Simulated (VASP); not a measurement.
A run of VASP 6.6.1 is set up as follows.

File INCAR:

```
PREC = Accurate
ENCUT = 500
EDIFF = 1E-6
ISMEAR = 0
SIGMA = 0.15
LREAL = F
LASPH = T
NELM = 120
ALGO = Normal
ISIF = 2
LWAVE = F
LCHARG = F
GGA = PS
NBANDS = 31
GGA_COMPAT = F
```

Contents of KPOINTS:

```
regular mesh
0
Gamma
  8 8 4
```

File POSCAR:

```
TiAl3
1.0
    3.9486231449     -0.0001238886     -0.0002250592
   -0.0001238886      3.9488006444      0.0002185285
   -0.0004501184      0.0004370569      7.8976016994
Ti Al
2 6
Direct
   -0.0000057568     -0.0000000819     -0.0000090605
    0.0000082096     -0.0000020558      0.5000091534
    0.4999998875      0.4999992205      0.4999965431
    0.4999953046      0.5000031926      0.0000039501
    0.5000003454      0.0000065802      0.2500007798
    0.5000032321     -0.0000050051      0.7500019804
   -0.0000006526      0.5000031880      0.2499982512
   -0.0000005699      0.4999949615      0.7499984025
```

Potentials or basis: VASP PAW PBE potentials, release 64 (Ti_sv, Al).

Command:

```sh
$ cat potpaw_PBE.64/Ti_sv/POTCAR potpaw_PBE.64/Al/POTCAR > POTCAR
$ mpirun -np 1 vasp_std > vasp.out
```

Estimate the pressure.

0.1 GPa.

Predict the band gap on the k mesh.

zero (bands 21 and 22 overlap by 2.98 eV).

Caveat: the PAW data sets were made with another functional, which shifts forces and pressure a little.
